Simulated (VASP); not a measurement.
# Tl2Pd5 (R-3m) in VASP: single point with PBEsol

Aim: the single point of Tl2Pd5 with PBEsol.

Everything below comes from runs of VASP 6.6.1. Logs are shortened: lines on timing, memory, paths and dates and some standing lists are left out, and cuts for length are marked.

## 1. The cell of the first run

The structure is trigonal, space group R-3m (No. 166). Conventional cell: a = 4.929 Å, b = 4.929 Å, c = 21.320 Å, α = 90.00°, β = 90.00°, γ = 120.00°. Pd (site symmetry 3m) has 4 Tl at 2.91 to 3.04 Å and 10 Pd at 2.99 to 3.54 Å within 3.8 Å. Pd (site symmetry -3m) has 8 Pd at 2.99 to 3.03 Å and 6 Tl at 3.47 Å within 3.9 Å. Within 4.0 Å of Pd (site symmetry 3m) lie 8 Pd at 3.03 to 3.54 Å and 6 Tl at 3.03 to 3.54 Å. Within 3.8 Å of Tl (site symmetry 3m) lie 13 Pd at 2.91 to 3.54 Å and 1 Tl at 3.14 Å.

## 2. Single point, PBEsol

The input, POSCAR:

```
Tl2Pd5
1.0
    2.4644739600      4.2685878700      0.0000000000
   -2.4644739600      4.2685878700      0.0000000000
    0.0000000000     -2.8457249100      7.1067042400
Pd Tl
5 2
Direct
    0.2100000000      0.2100000000      0.6300000000
    0.7900000000      0.7900000000      0.3700000000
    0.5000000000      0.5000000000      0.5000000000
    0.3580000000      0.3580000000      0.0740000000
    0.6420000000      0.6420000000      0.9260000000
    0.0737000000      0.0737000000      0.2211000000
    0.9263000000      0.9263000000      0.7789000000
```

The input, INCAR.step1:

```
ALGO     = Normal         # electronic algorithm
EDIFF    = 1E-6           # SCF threshold, eV
ENCUT    = 520            # plane-wave cutoff, eV
GGA      = PS             # functional
ISIF     = 2              # what is computed and relaxed
ISMEAR   = -1             # smearing method
LASPH    = True           # aspherical terms in the spheres
LCHARG   = True           # write CHGCAR
LMAXMIX  = 4              # l up to which the mixer works
LREAL    = False          # projectors in reciprocal space
LWAVE    = False          # write WAVECAR
NBANDS   = 47             # bands
NELM     = 100            # most SCF steps
PREC     = Accurate       # precision mode
SIGMA    = 0.1            # smearing width, eV
```

The input, KPOINTS.step1:

```
k-points
0
Gamma
  8 8 8
```

The input, INCAR.step2:

```
ALGO     = Normal         # electronic algorithm
EDIFF    = 1E-6           # SCF threshold, eV
ENCUT    = 520            # plane-wave cutoff, eV
GGA      = PS             # functional
ICHARG   = 11             # starting density
ISIF     = 2              # what is computed and relaxed
ISMEAR   = -5             # smearing method
LASPH    = True           # aspherical terms in the spheres
LCHARG   = False          # write CHGCAR
LMAXMIX  = 4              # l up to which the mixer works
LORBIT   = 10             # projections on sites
LREAL    = False          # projectors in reciprocal space
LWAVE    = False          # write WAVECAR
NBANDS   = 47             # bands
NEDOS    = 2001           # points of the DOS
NELM     = 100            # most SCF steps
PREC     = Accurate       # precision mode
SIGMA    = 0.1            # smearing width, eV
```

The input, KPOINTS.step2:

```
k-points
0
Gamma
  12 12 12
```

Potentials or basis: VASP PAW PBE potentials, release 64 (Pd, Tl_d).

On the command line:

```console
cat potpaw_PBE.64/Pd/POTCAR potpaw_PBE.64/Tl_d/POTCAR > POTCAR
cp INCAR.step1 INCAR
cp KPOINTS.step1 KPOINTS
mpirun -np 1 vasp_std > vasp.out
cp INCAR.step2 INCAR
cp KPOINTS.step2 KPOINTS
mpirun -np 1 vasp_std > vasp.out
```

OUTCAR:

```text
EDIFF = 1E-6
   ENCUT = 520
   GGA = PS
   ICHARG = 11
   ISIF = 2
   ISMEAR = -5
   LASPH = True
   LORBIT = 10
   LREAL = False
   NELM = 100
   PREC = Accurate

 ion  position               nearest neighbor table
   1  0.210  0.210  0.630-   6 2.91   3 2.99   3 2.99   3 2.99   7 3.04   7 3.04   7 3.04   4 3.16
                             2 3.39   2 3.39   2 3.39
   2  0.790  0.790  0.370-   7 2.91   3 2.99   3 2.99   3 2.99   6 3.04   6 3.04   6 3.04   5 3.16
                             1 3.39   1 3.39   1 3.39
   3  0.500  0.500  0.500-   1 2.99   2 2.99   1 2.99   1 2.99   2 2.99   2 2.99   4 3.03   5 3.03
                             6 3.47   7 3.47   6 3.47   7 3.47   6 3.47   7 3.47
   4  0.358  0.358  0.074-   3 3.03   6 3.03   6 3.03   6 3.03   5 3.03   5 3.03   5 3.03   1 3.16
                             7 3.54   7 3.54   7 3.54
   5  0.642  0.642  0.926-   3 3.03   7 3.03   7 3.03   7 3.03   4 3.03   4 3.03   4 3.03   2 3.16
                             6 3.54   6 3.54   6 3.54
   6  0.074  0.074  0.221-   1 2.91   4 3.03   4 3.03   4 3.03   2 3.04   2 3.04   2 3.04   7 3.14
                             3 3.47   3 3.47   3 3.47   5 3.54   5 3.54   5 3.54
   7  0.926  0.926  0.779-   2 2.91   5 3.03   5 3.03   5 3.03   1 3.04   1 3.04   1 3.04   6 3.14
                             3 3.47   3 3.47   3 3.47   4 3.54   4 3.54   4 3.54

  LATTYP: Found a trigonal (rhomboedric) cell.
 ALAT       =     7.6552868044
 COS(alpha) =     0.7927208921

  Lattice vectors:

 A1 = (   2.4644739600,   1.4228629600,   7.1067042400)
 A2 = (  -2.4644739600,   1.4228629600,   7.1067042400)
 A3 = (   0.0000000000,  -2.8457249100,   7.1067042400)

Analysis of symmetry for initial positions (statically):
=====================================================================
 Subroutine PRICEL returns:
 Original cell was already a primitive cell.

 Routine SETGRP: Setting up the symmetry group for a
 trigonal (rhombohedral) supercell.

 Subroutine GETGRP returns: Found 12 space group operations
 (whereof 12 operations were pure point group operations)
 out of a pool of 12 trial point group operations.

The static configuration has the point symmetry D_3d.

Analysis of symmetry for dynamics (positions and initial velocities):
=====================================================================
 Subroutine PRICEL returns:
 Original cell was already a primitive cell.

 Routine SETGRP: Setting up the symmetry group for a
 trigonal (rhombohedral) supercell.

 Subroutine GETGRP returns: Found 12 space group operations
 (whereof 12 operations were pure point group operations)
 out of a pool of 12 trial point group operations.

The dynamic configuration has the point symmetry D_3d.

[... 131 lines left out ...]
  volume/ion in A,a.u.               =      21.36       144.15
  Fermi-wavevector in a.u.,A,eV,Ry     =   1.306503  2.468933 23.224471  1.706950
  Thomas-Fermi vector in A             =   2.437301
   LORBIT       =     10    0 simple, 1 ext, 2 COOP (PROOUT), +10 PAW based schemes
   GGA     = PS    functional components
   LHFCALC =     F    Hartree Fock is set to
   AEXX    =    0.0000 exact exchange contribution
   IVDW    =     0    specifies the selected vdW correction
   LEPSILON=     F    determine dielectric tensor
   LRPA    =     F    only Hartree local field effects (RPA)
 non-spin polarized calculation
 Fermi weights with tetrahedron method with Bloechl corrections
  energy-cutoff  :      520.00
  volume of cell :      149.52
 maximum number of plane-waves:      4050
 NGX is ok and might be reduce to    40

 number of electron      75.9999997 magnetization

 Free energy of the ion-electron system (eV)
  ---------------------------------------------------
  ext. energy  EPLUGINS =         0.00000000
  ---------------------------------------------------
  free energy    TOTEN  =       -33.48734984 eV

  energy without entropy =      -33.48734984  energy(sigma->0) =      -33.48734984

 E-fermi :   6.2231     XC(G=0): -11.4007

 val. band max:        6.2350490929   @ k =  -0.2500  -0.4167   0.0833
 cond. band min:       6.1644421317   @ k =  -0.3333   0.2500   0.1667
 fundamental gap:     -0.0706069613
 Fermi energy:         6.2230837936

 k-point     1 :       0.0000    0.0000    0.0000
  band No.  band energies     occupation
      1      -5.0536      2.00000
      2      -4.8355      2.00000
      3      -4.8355      2.00000
      4      -4.7274      2.00000
      5      -4.7274      2.00000
      6      -4.6906      2.00000
[... 1189 lines left out ...]
     46      12.1299      0.00000
     47      13.4573      0.00000

 [... further k-points ...]

------------------------ aborting loop because EDIFF is reached ----------------------------------------

  FORCE on cell =-STRESS in cart. coord.  units (eV):
  Direction    XX          YY          ZZ          XY          YZ          ZX
  --------------------------------------------------------------------------------------
  -------------------------------------------------------------------------------------
  Total      -18.3658542    -18.3658005    -15.7391228      0.0000000     -0.0000007      0.0000000
  in kB     -196.7954343   -196.7948587   -168.6492477      0.0000000     -0.0000080      0.0000000
  external PRESSURE =    -187.4131802 kB  Pullay stress =       0.0000000 kB

 VOLUME and BASIS-vectors are now :
 -----------------------------------------------------------------------------
  energy-cutoff  :      520.00
  volume of cell :      149.52
      direct lattice vectors                 reciprocal lattice vectors
     2.464473960  4.268587870  0.000000000     0.202883053  0.117134756  0.046904062
    -2.464473960  4.268587870  0.000000000    -0.202883053  0.117134756  0.046904062
     0.000000000 -2.845724910  7.106704240     0.000000000  0.000000000  0.140712202

 POSITION                                       TOTAL-FORCE (eV/Angst)
 -----------------------------------------------------------------------------------
      0.00000      0.00000      4.47722        -0.000000      0.000000      0.079888
      0.00000      5.69145      2.62948        -0.000000     -0.000000     -0.079888
      0.00000      2.84573      3.55335         0.000000      0.000000      0.000000
      0.00000      2.84573      0.52590        -0.000000      0.000000      0.279855
      0.00000      2.84573      6.58081        -0.000000     -0.000000     -0.279855
      0.00000      0.00000      1.57129        -0.000000      0.000000      0.614207
      0.00000      5.69145      5.53541        -0.000000     -0.000000     -0.614207
 -----------------------------------------------------------------------------------
    total drift:                                0.000000      0.000000     -0.000000

  FREE ENERGIE OF THE ION-ELECTRON SYSTEM (eV)
  ---------------------------------------------------
  free  energy   TOTEN  =       -33.4873498356 eV

  energy  without entropy=      -33.4873498356  energy(sigma->0) =      -33.48734984

 total charge

# of ion       s       p       d       tot
------------------------------------------
    1        0.312   0.235   8.553   9.099
    2        0.312   0.235   8.553   9.099
    3        0.338   0.219   8.522   9.079
    4        0.322   0.212   8.549   9.083
    5        0.322   0.212   8.549   9.083
    6        0.999   0.461   9.659  11.119
    7        0.999   0.461   9.659  11.119
--------------------------------------------------
tot          3.604   2.035  62.042  67.681
```

OSZICAR.step1:

```text
N       E                     dE             d eps       ncg     rms          rms(c)
DAV:   1     0.471741032917E+03    0.47174E+03   -0.38830E+04  6110   0.155E+03
DAV:   2    -0.181740926471E+02   -0.48992E+03   -0.46806E+03  6481   0.349E+02
DAV:   3    -0.341833482346E+02   -0.16009E+02   -0.15504E+02  6982   0.598E+01
DAV:   4    -0.343753714794E+02   -0.19202E+00   -0.19179E+00  6573   0.641E+00
DAV:   5    -0.343784293899E+02   -0.30579E-02   -0.30576E-02  6861   0.856E-01    0.905E+00
DAV:   6    -0.336728914979E+02    0.70554E+00   -0.25749E+00  6544   0.882E+00    0.495E+00
DAV:   7    -0.335821050310E+02    0.90786E-01   -0.41906E-01  6602   0.402E+00    0.364E+00
DAV:   8    -0.335811515023E+02    0.95353E-03   -0.32158E-01  6658   0.431E+00    0.187E+00
DAV:   9    -0.335582283417E+02    0.22923E-01   -0.23758E-01  6776   0.382E+00    0.731E-01
DAV:  10    -0.335525884939E+02    0.56398E-02   -0.42330E-02  6603   0.159E+00    0.377E-01
DAV:  11    -0.335505445497E+02    0.20439E-02   -0.58875E-03  6484   0.653E-01    0.938E-02
DAV:  12    -0.335505384105E+02    0.61392E-05   -0.11777E-03  6587   0.187E-01    0.461E-02
DAV:  13    -0.335505067815E+02    0.31629E-04   -0.12571E-04  6614   0.885E-02    0.885E-03
DAV:  14    -0.335505072852E+02   -0.50371E-06   -0.70269E-06  6129   0.169E-02
   1 F= -.33550507E+02 E0= -.33489116E+02  d E =-.122783E+00
```

Wall time 12 min (1 thread of Intel Xeon 6975P-C (Granite Rapids), shared host); peak memory 1 GiB.

What came out:

- Valence electrons inside the program's atomic spheres: Pd 9.10, 9.08 (each value once); Tl 11.12

Levels at points of the mesh, in eV from the Fermi level:
| k point | band 35 | band 36 | band 37 | band 38 | band 39 | band 40 | band 41 | band 42 |
| --- | --- | --- | --- | --- | --- | --- | --- | --- |
| (0.00, 0.00, 0.00) | -0.82 | -0.74 | -0.74 | 0.03 | 1.36 | 3.07 | 4.09 | 4.09 |
| (0.50, 0.00, 0.00) | -0.86 | -0.66 | -0.59 | -0.32 | -0.25 | 0.23 | 1.86 | 1.95 |
| (0.50, 0.50, 0.00) | -0.69 | -0.65 | -0.61 | -0.51 | -0.24 | -0.08 | 1.62 | 2.61 |
| (0.00, 0.00, 0.50) | -0.83 | -0.74 | -0.74 | 1.02 | 1.62 | 2.67 | 3.79 | 3.79 |

Caveat: the PAW data sets were made with another functional, which shifts forces and pressure a little; spin-orbit coupling is left out, which moves the levels of the heavy elements; tetrahedron occupations give inexact forces and stress in metals.
